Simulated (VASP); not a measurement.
# ZnS (F-43m) in VASP: further runs

Runs on ZnS. Level: PBEsol. Tasks: vibrations by perturbation theory.

All numbers are computed with VASP 6.6.1; they aren't measurements. Logs are shortened: lines on timing, memory, paths and dates and some standing lists are left out, and cuts for length are marked.

### 1 The cell of the first run

The structure is cubic, space group F-43m (No. 216). Conventional cell: a = 4.963 Å, b = 4.963 Å, c = 4.963 Å, α = 90.00°, β = 90.00°, γ = 90.00°. Zn (site symmetry -43m) has 4 S at 2.15 Å within 2.8 Å. S (site symmetry -43m) has 4 Zn at 2.15 Å within 2.8 Å.

### 2 Vibrations by perturbation theory, PBEsol

INCAR reads:

```
PREC = Accurate
ENCUT = 520
EDIFF = 1E-8
ISMEAR = 0
SIGMA = 0.01
LREAL = False
LASPH = True
NELM = 60
ALGO = Normal
ISIF = 2
LWAVE = False
LCHARG = False
GGA = PS
IBRION = 8
NSW = 1
LEPSILON = True
```

KPOINTS reads:

```
regular mesh
0
Gamma
  10 10 10
```

POSCAR reads:

```
ZnS
1.0
    0.0000000000      2.4816233218      2.4816233218
    2.4816233218      0.0000000000      2.4816233218
    2.4816233218      2.4816233218      0.0000000000
Zn S
1 1
Direct
    0.0000000000      0.0000000000      0.0000000000
    0.7500000000      0.7500000000      0.7500000000
```

Potentials or basis: VASP PAW PBE potentials, release 64 (Zn, S).

Command:

```
$ cat potpaw_PBE.64/Zn/POTCAR potpaw_PBE.64/S/POTCAR > POTCAR
$ mpirun -np 1 vasp_std > vasp.out
```

OUTCAR:

```text
PREC = Accurate
   ENCUT = 520
   EDIFF = 1E-8
   ISMEAR = 0
   LREAL = False
   LASPH = True
   NELM = 60
   ISIF = 2
   GGA = PS
   IBRION = 8
   NSW = 1
   LEPSILON = True

 ion  position               nearest neighbor table
   1  0.000  0.000  0.000-   2 2.15   2 2.15   2 2.15   2 2.15
   2  0.750  0.750  0.750-   1 2.15   1 2.15   1 2.15   1 2.15

  LATTYP: Found a face centered cubic cell.
 ALAT       =     4.9632466436

  Lattice vectors:

 A1 = (   0.0000000000,   2.4816233218,   2.4816233218)
 A2 = (   2.4816233218,   0.0000000000,   2.4816233218)
 A3 = (   2.4816233218,   2.4816233218,   0.0000000000)

Analysis of symmetry for initial positions (statically):
=====================================================================
 Subroutine PRICEL returns:
 Original cell was already a primitive cell.

 Routine SETGRP: Setting up the symmetry group for a
 face centered cubic supercell.

 Subroutine GETGRP returns: Found 24 space group operations
 (whereof 24 operations were pure point group operations)
 out of a pool of 48 trial point group operations.

The static configuration has the point symmetry T_d .

Analysis of symmetry for dynamics (positions and initial velocities):
=====================================================================
 Subroutine PRICEL returns:
 Original cell was already a primitive cell.

 Routine SETGRP: Setting up the symmetry group for a
 face centered cubic supercell.

 Subroutine GETGRP returns: Found 24 space group operations
 (whereof 24 operations were pure point group operations)
 out of a pool of 48 trial point group operations.

The dynamic configuration has the point symmetry T_d .

 Subroutine INISYM returns: Found 24 space group operations
 (whereof 24 operations are pure point group operations),
 and found     1 'primitive' translations

----------------------------------------------------------------------------------------

                                     Primitive cell

  volume of cell :      30.5659

  direct lattice vectors                    reciprocal lattice vectors
     0.000000000  2.481623322  2.481623322    -0.201481021  0.201481021  0.201481021
     2.481623322  0.000000000  2.481623322     0.201481021 -0.201481021  0.201481021
     2.481623322  2.481623322  0.000000000     0.201481021  0.201481021 -0.201481021

  length of vectors
     3.509545358  3.509545358  3.509545358     0.348975365  0.348975365  0.348975365

  position of ions in fractional coordinates (direct lattice)
     0.000000000  0.000000000  0.000000000
     0.750000000  0.750000000  0.750000000

  ion indices of the primitive-cell ions
   primitive index   ion index
                 1           1
                 2           2

----------------------------------------------------------------------------------------

 KPOINTS: regular mesh

Automatic generation of k-mesh.
 Grid dimensions read from file:
 generate k-points for:   10   10   10

 Generating k-lattice:

  Cartesian coordinates                     Fractional coordinates (reciprocal lattice)
    -0.020148102  0.020148102  0.020148102     0.100000000  0.000000000  0.000000000
     0.020148102 -0.020148102  0.020148102     0.000000000  0.100000000  0.000000000
[... 533 lines left out ...]
  ---------------------------------------------------
  free energy    TOTEN  =        -0.46838213 eV

  energy without entropy =       -0.46838213

------------------------ aborting loop because EDIFF is reached ----------------------------------------

--------------------------------------- Ionic step        2  -------------------------------------------

------------------------ aborting loop because EDIFF is reached ----------------------------------------

--------------------------------------- Ionic step        3  -------------------------------------------

------------------------ aborting loop because EDIFF is reached ----------------------------------------

 PIEZOELECTRIC TENSOR FIELD DIRECTION 3  (e Angst)
 -----------------------------------------------------------------------------
    -0.00104  1.06684  0.00000           ( -0.00000 -0.01863  0.00000)
     1.06684 -0.00104  0.00000           ( -0.01863 -0.00000  0.00000)
     0.00000  0.00000  0.00083           (  0.00000  0.00000 -0.00000)

 PIEZOELECTRIC TENSOR FIELD DIRECTION 3  (C/m^2)
 -----------------------------------------------------------------------------
    -0.00054  0.55921  0.00000
     0.55921 -0.00054  0.00000
     0.00000  0.00000  0.00043

--------------------------------------- Ionic step        4  -------------------------------------------

------------------------ aborting loop because EDIFF is reached ----------------------------------------

[... ionic steps 5 to 6 ...]

--------------------------------------- Ionic step        7  -------------------------------------------

 Free energy of the ion-electron system (eV)
  ---------------------------------------------------
  ---------------------------------------------------
  free energy    TOTEN  =        -0.10444045 eV

  energy without entropy =       -0.10444045

------------------------ aborting loop because EDIFF is reached ----------------------------------------

 INTERNAL STRAIN TENSOR  FOR ION    2  DIRECTION 1   (eV/Angst):
 -----------------------------------------------------------------------------
    -0.01229  0.00000  0.00000
     0.00000  0.01892 17.49213
     0.00000 17.49213  0.01892

 MACROSCOPIC STATIC DIELECTRIC TENSOR (including local field effects in DFT)
 ------------------------------------------------------
           6.245975     0.000000    -0.000000
           0.000000     6.245975     0.000000
           0.000000     0.000000     6.245975
 ------------------------------------------------------

 PIEZOELECTRIC TENSOR (including local field effects)  for field in x, y, z        (e  Angst)
          XX          YY          ZZ          XY          YZ          ZX
  --------------------------------------------------------------------------------
  x     0.00000    -0.00000     0.00000     0.00000     1.08190    -0.00000
  y     0.00000     0.00000     0.00000     0.00000     0.00000     1.08190
  z     0.00000    -0.00000     0.00000     1.08190     0.00000     0.00000

 PIEZOELECTRIC TENSOR (including local field effects)  for field in x, y, z        (C/m^2)
          XX          YY          ZZ          XY          YZ          ZX
  --------------------------------------------------------------------------------
  x     0.00000    -0.00000     0.00000     0.00000     0.56710    -0.00000
  y     0.00000     0.00000     0.00000     0.00000     0.00000     0.56710
  z     0.00000    -0.00000     0.00000     0.56710     0.00000     0.00000

 BORN EFFECTIVE CHARGES (including local field effects) (in |e|, cummulative output)
 ---------------------------------------------------------------------------------
 ion    1
    1     1.63391     0.00000     0.00000
    2     0.00000     1.63391     0.00000
    3    -0.00000     0.00000     1.63391
 ion    2
    1    -1.63391     0.00000     0.00000
    2     0.00000    -1.63391     0.00000
    3     0.00000    -0.00000    -1.63391

 INTERNAL STRAIN TENSOR FOR ION    2 for displacements in x,y,z  (eV/Angst):
          X           Y           Z          XY          YZ          ZX
  --------------------------------------------------------------------------------
  x     0.00000     0.00000     0.00000     0.00000    17.49213     0.00000
  y    -0.00000     0.00000    -0.00000     0.00000     0.00000    17.49213
  z     0.00000     0.00000     0.00000    17.49213     0.00000     0.00000

 SECOND DERIVATIVES (NOT SYMMETRIZED)
 ------------------------------------
               1X          1Y          1Z          2X          2Y          2Z
  1X   -12.862628    0.000000    0.000000   12.862628    0.000000    0.000000
  1Y     0.000000  -12.862628    0.000000    0.000000   12.862628    0.000000
  1Z     0.000000    0.000000  -12.862628    0.000000    0.000000   12.862628
  2X    12.897943    0.000000    0.000000  -12.897943    0.000000    0.000000
  2Y     0.000000   12.897943    0.000000    0.000000  -12.897943    0.000000
  2Z     0.000000    0.000000   12.897943    0.000000    0.000000  -12.897943

 Eigenvectors and eigenvalues of the dynamical matrix
 ----------------------------------------------------

   1 f  =   12.098779 THz    76.018873 2PiTHz  403.571841 cm-1    50.036509 meV
             X         Y         Z           dx          dy          dz
      0.000000  0.000000  0.000000    -0.573084    0.000000    0.000000
      3.722435  3.722435  3.722435     0.819496   -0.000000    0.000000
[... 21 lines left out ...]
   6 f/i=    0.007790 THz     0.048944 2PiTHz    0.259834 cm-1     0.032215 meV
             X         Y         Z           dx          dy          dz
      0.000000  0.000000  0.000000    -0.080263    0.815556    0.000000
      3.722435  3.722435  3.722435    -0.056129    0.570329    0.000000

--------------------------------------------------------------------------------------------------------

 MACROSCOPIC STATIC DIELECTRIC TENSOR IONIC CONTRIBUTION
 ------------------------------------------------------
           1.227047     0.000000    -0.000000
           0.000000     1.227047     0.000000
          -0.000000     0.000000     1.227047
 ------------------------------------------------------

 ELASTIC MODULI CONTR FROM IONIC RELAXATION (kBar)
 Direction    XX          YY          ZZ          XY          YZ          ZX
 --------------------------------------------------------------------------------
 XX          -0.0000     -0.0000     -0.0000     -0.0000      0.0000      0.0000
 YY          -0.0000     -0.0000     -0.0000     -0.0000     -0.0000      0.0000
 ZZ          -0.0000     -0.0000     -0.0000      0.0000     -0.0000      0.0000
 XY          -0.0000     -0.0000      0.0000  -1243.9139      0.0000      0.0000
 YZ           0.0000     -0.0000     -0.0000      0.0000  -1243.9139      0.0000
 ZX           0.0000      0.0000      0.0000      0.0000      0.0000  -1243.9139
 --------------------------------------------------------------------------------

 PIEZOELECTRIC TENSOR IONIC CONTR  for field in x, y, z        (C/m^2)
          XX          YY          ZZ          XY          YZ          ZX
  --------------------------------------------------------------------------------
  x     0.00000    -0.00000    -0.00000     0.00000    -1.16251     0.00000
  y     0.00000     0.00000     0.00000     0.00000     0.00000    -1.16251
  z    -0.00000    -0.00000     0.00000    -1.16251     0.00000    -0.00000
```

Wall time 20 min (1 thread of Intel Xeon 8259CL, shared host); peak memory 0.32 GiB.

What came out:

| Item | Value |
| --- | --- |
| Electronic dielectric tensor (diagonal) | 6.25 |
| Born charges (mean of the diagonal) | Zn +1.63; S -1.63 e |
| Highest phonon frequency at Γ, LO-TO splitting left out | 404 cm⁻¹ |

Phonon frequencies in cm⁻¹ (negative: imaginary):
| q point | frequencies |
| --- | --- |
| (0.000, 0.000, 0.000) | 0 0 0 404 404 404 |

Electronic dielectric tensor:
```
6.25 0.00 0.00
0.00 6.25 0.00
0.00 0.00 6.25
```

Born effective charge tensors (e):
atom 1, Zn
```
1.63 0.00 0.00
0.00 1.63 0.00
0.00 0.00 1.63
```
atom 2, S
```
-1.63  0.00  0.00
 0.00 -1.63  0.00
 0.00  0.00 -1.63
```

Caveat: the cell wasn't relaxed at this level first, which shifts response properties; the PAW data sets were made with another functional, which shifts forces and pressure a little.

### 3 Vibrations by perturbation theory, PBEsol

This run uses another cell than the first one, of 14.59 Å³/atom, 0.955 times its volume.

INCAR reads:

```
PREC     = Accurate       # precision mode
ENCUT    = 520            # plane-wave cutoff, eV
EDIFF    = 1E-8           # SCF threshold, eV
ISMEAR   = 0              # smearing method
SIGMA    = 0.01           # smearing width, eV
LREAL    = False          # projectors in reciprocal space
LASPH    = True           # aspherical terms in the spheres
NELM     = 60             # most SCF steps
ALGO     = Normal         # electronic algorithm
ISIF     = 2              # what is computed and relaxed
LWAVE    = False          # write WAVECAR
LCHARG   = False          # write CHGCAR
GGA      = PS             # functional
IBRION   = 8              # ionic algorithm
NSW      = 1              # ionic steps
LEPSILON = True           # dielectric tensor by DFPT
```

KPOINTS reads:

```
Automatic mesh
0
Gamma
  10 10 10
```

POSCAR reads:

```
ZnS
1.0
    0.0000000000      2.4435221264      2.4435221264
    2.4435221264      0.0000000000      2.4435221264
    2.4435221264      2.4435221264      0.0000000000
Zn S
1 1
Direct
    0.0000000000      0.0000000000      0.0000000000
    0.7500000000      0.7500000000      0.7500000000
```

Potentials or basis: VASP PAW PBE potentials, release 64 (Zn, S).

Command:

```
$ cat potpaw_PBE.64/Zn/POTCAR potpaw_PBE.64/S/POTCAR > POTCAR
$ mpirun -np 1 vasp_std > vasp.out
```

OUTCAR:

```text
PREC = Accurate
   ENCUT = 520
   EDIFF = 1E-8
   ISMEAR = 0
   LREAL = False
   LASPH = True
   NELM = 60
   ISIF = 2
   GGA = PS
   IBRION = 8
   NSW = 1
   LEPSILON = True

 ion  position               nearest neighbor table
   1  0.000  0.000  0.000-   2 2.12   2 2.12   2 2.12   2 2.12
   2  0.750  0.750  0.750-   1 2.12   1 2.12   1 2.12   1 2.12

  LATTYP: Found a face centered cubic cell.
 ALAT       =     4.8870442528

  Lattice vectors:

 A1 = (   0.0000000000,   2.4435221264,   2.4435221264)
 A2 = (   2.4435221264,   0.0000000000,   2.4435221264)
 A3 = (   2.4435221264,   2.4435221264,   0.0000000000)

Analysis of symmetry for initial positions (statically):
=====================================================================
 Subroutine PRICEL returns:
 Original cell was already a primitive cell.

 Routine SETGRP: Setting up the symmetry group for a
 face centered cubic supercell.

 Subroutine GETGRP returns: Found 24 space group operations
 (whereof 24 operations were pure point group operations)
 out of a pool of 48 trial point group operations.

The static configuration has the point symmetry T_d .

Analysis of symmetry for dynamics (positions and initial velocities):
=====================================================================
 Subroutine PRICEL returns:
 Original cell was already a primitive cell.

 Routine SETGRP: Setting up the symmetry group for a
 face centered cubic supercell.

 Subroutine GETGRP returns: Found 24 space group operations
[... 643 lines left out ...]
          XX          YY          ZZ          XY          YZ          ZX
  --------------------------------------------------------------------------------
  x    -0.00000    -0.00000    -0.00000     0.00000     0.53882    -0.00000
  y    -0.00000    -0.00000     0.00000     0.00000     0.00000     0.53882
  z    -0.00000     0.00000     0.00000     0.53882     0.00000     0.00000

 BORN EFFECTIVE CHARGES (including local field effects) (in |e|, cummulative output)
 ---------------------------------------------------------------------------------
 ion    1
    1     1.56170     0.00000     0.00000
    2    -0.00000     1.56170     0.00000
    3    -0.00000     0.00000     1.56170
 ion    2
    1    -1.56170    -0.00000     0.00000
    2     0.00000    -1.56170    -0.00000
    3     0.00000    -0.00000    -1.56170

 INTERNAL STRAIN TENSOR FOR ION    2 for displacements in x,y,z  (eV/Angst):
          X           Y           Z          XY          YZ          ZX
  --------------------------------------------------------------------------------
  x     0.00000     0.00000     0.00000     0.00000    20.64554     0.00000
  y     0.00000     0.00000     0.00000     0.00000     0.00000    20.64554
  z     0.00000     0.00000     0.00000    20.64554     0.00000     0.00000

 SECOND DERIVATIVES (NOT SYMMETRIZED)
 ------------------------------------
               1X          1Y          1Z          2X          2Y          2Z
  1X   -14.715238    0.000000    0.000000   14.715238    0.000000    0.000000
  1Y     0.000000  -14.715238    0.000000    0.000000   14.715238    0.000000
  1Z     0.000000    0.000000  -14.715238    0.000000    0.000000   14.715238
  2X    14.786477    0.000000    0.000000  -14.786477    0.000000    0.000000
  2Y     0.000000   14.786477    0.000000    0.000000  -14.786477    0.000000
  2Z     0.000000    0.000000   14.786477    0.000000    0.000000  -14.786477

 Eigenvectors and eigenvalues of the dynamical matrix
 ----------------------------------------------------

   1 f  =   12.949861 THz    81.366373 2PiTHz  431.960851 cm-1    53.556296 meV
             X         Y         Z           dx          dy          dz
      0.000000  0.000000  0.000000     0.000000    0.572683    0.000000
      3.665283  3.665283  3.665283     0.000000   -0.819777    0.000000
[... 21 lines left out ...]
   6 f/i=    0.014681 THz     0.092242 2PiTHz    0.489700 cm-1     0.060715 meV
             X         Y         Z           dx          dy          dz
      0.000000  0.000000  0.000000     0.000000    0.000000    0.819777
      3.665283  3.665283  3.665283     0.000000    0.000000    0.572683

--------------------------------------------------------------------------------------------------------

 MACROSCOPIC STATIC DIELECTRIC TENSOR IONIC CONTRIBUTION
 ------------------------------------------------------
           1.025337    -0.000000    -0.000000
          -0.000000     1.025337    -0.000000
          -0.000000    -0.000000     1.025337
 ------------------------------------------------------

 ELASTIC MODULI CONTR FROM IONIC RELAXATION (kBar)
 Direction    XX          YY          ZZ          XY          YZ          ZX
 --------------------------------------------------------------------------------
 XX          -0.0000      0.0000      0.0000     -0.0000      0.0000     -0.0000
 YY           0.0000     -0.0000     -0.0000     -0.0000     -0.0000      0.0000
 ZZ           0.0000     -0.0000     -0.0000      0.0000     -0.0000     -0.0000
 XY          -0.0000     -0.0000      0.0000  -1584.7703      0.0000      0.0000
 YZ           0.0000     -0.0000     -0.0000      0.0000  -1584.7703      0.0000
 ZX          -0.0000      0.0000     -0.0000      0.0000      0.0000  -1584.7703
 --------------------------------------------------------------------------------

 PIEZOELECTRIC TENSOR IONIC CONTR  for field in x, y, z        (C/m^2)
          XX          YY          ZZ          XY          YZ          ZX
  --------------------------------------------------------------------------------
  x     0.00000    -0.00000    -0.00000     0.00000    -1.19947    -0.00000
  y    -0.00000     0.00000    -0.00000     0.00000     0.00000    -1.19947
  z    -0.00000    -0.00000     0.00000    -1.19947     0.00000     0.00000
```

stdout:

```text
POSCAR found type information on POSCAR ZnS
 POSCAR found :  2 types and       2 ions
 scaLAPACK will be used
 -----------------------------------------------------------------------------
|                                                                             |
|                                                                             |
[... 39 lines left out ...]
 first order change of Fermi-energy  -0.46424E+00
 force on displaced ion       1 direction 1 : -14.715  -0.000  -0.000
 Born effective charge ion    1 direction 1 :   1.560   0.000   0.000
 Linear response progress:
 first order change of Fermi-energy   0.45610E+00
 force on displaced ion       2 direction 1 : -14.786  -0.000  -0.000
 Born effective charge ion    2 direction 1 :  -1.564   0.000   0.000
 Born effective charges drift removed
 Linear response finished
```

Wall time 23 min (1 thread of AMD EPYC 7R13, shared host); peak memory 0.27 GiB.

Results:

- Electronic dielectric tensor (diagonal): 6.34
- Born charges (mean of the diagonal): Zn +1.56; S -1.56 e
- Highest phonon frequency at Γ, LO-TO splitting left out: 432 cm⁻¹

Phonon frequencies in cm⁻¹ (negative: imaginary):
```csv
q point,frequencies
"(0.000, 0.000, 0.000)",0 0 0 432 432 432
```

Electronic dielectric tensor:
```
6.34 0.00 0.00
0.00 6.34 0.00
0.00 0.00 6.34
```

Born effective charge tensors (e):
atom 1, Zn
```
1.56 0.00 0.00
0.00 1.56 0.00
0.00 0.00 1.56
```
atom 2, S
```
-1.56  0.00  0.00
 0.00 -1.56  0.00
 0.00  0.00 -1.56
```

Caveat: the cell wasn't relaxed at this level first, which shifts response properties; the PAW data sets were made with another functional, which shifts forces and pressure a little.
